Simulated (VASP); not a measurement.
## Si: relaxation of cell and atoms with BLYP

The system is Si.

```
Si
1.0
     0.00000    2.71535    2.71535
     2.71535    0.00000    2.71535
     2.71535    2.71535    0.00000
Si
2
Direct
  0.50000 0.50000 0.50000
  0.75000 0.75000 0.75000
```

```json
{"Program": "VASP 6.6.1", "Task": "relaxation of cell and atoms", "Functional": "BLYP", "Potentials or basis": "VASP PAW PBE potentials, release 64 (Si)", "Cutoff": "600 eV", "k mesh": "6 × 6 × 6", "Occupations": "fermi-dirac, width 0.05 eV", "Spin": "no spin polarisation", "Dipole correction": "no", "Further INCAR settings": "ALGO = Normal; EDIFF = 1e-06; IBRION = 2; EDIFFG = -0.01; NSW = 80; ISIF = 3"}
```

The relaxed volume is 21.21 Å³/atom, the relaxed cell is a = 3.915 Å, b = 3.915 Å, c = 3.915 Å, α = 60.00°, β = 60.00°, γ = 60.00° and the space group after relaxing (to 0.05 Å) is Fd-3m (No. 227). The energy gained by relaxing is 18.2 meV/atom. The ionic steps are 3, the pressure after relaxing is 0.0 GPa and the band gap on the k mesh is 1.01 eV, indirect (least direct gap 2.54 eV).

Step by step:
```tsv
step	energy change (eV)	largest force (eV/Å)	pressure (GPa)	volume (Å³)
1	0.0000	0.0000	5.16	40.04
2	-0.0245	0.0000	-2.48	43.89
3	-0.0363	0.0000	0.00	42.42
```

Final structure:
```xyz
2
Lattice="0.0000 2.7681 2.7681 2.7681 0.0000 2.7681 2.7681 2.7681 0.0000" Properties=species:S:1:pos:R:3 pbc="T T T"
Si    2.7681    2.7681    2.7681
Si    4.1522    4.1522    4.1522
```

Levels at points of the mesh, in eV from the valence-band top:
| k point | band 2 | band 3 | band 4 | band 5 | band 6 | band 7 |
| --- | --- | --- | --- | --- | --- | --- |
| (0.00, 0.00, 0.00) | 0.00 | 0.00 | 0.00 | 2.66 | 2.67 | 2.67 |
| (0.50, 0.00, 0.00) | -6.61 | -1.12 | -1.12 | 1.42 | 3.53 | 3.53 |
| (0.50, 0.50, 0.00) | -7.60 | -2.63 | -2.63 | 1.04 | 1.04 | 9.66 |

Run time: 23 s on 1 thread of Intel(R) Xeon(R) Platinum 8559C (Emerald Rapids), on a shared host, peak memory 0.17 GiB.

Caveat: the PAW data sets were made with another functional, which shifts forces and pressure a little. A k mesh can miss the band edges.
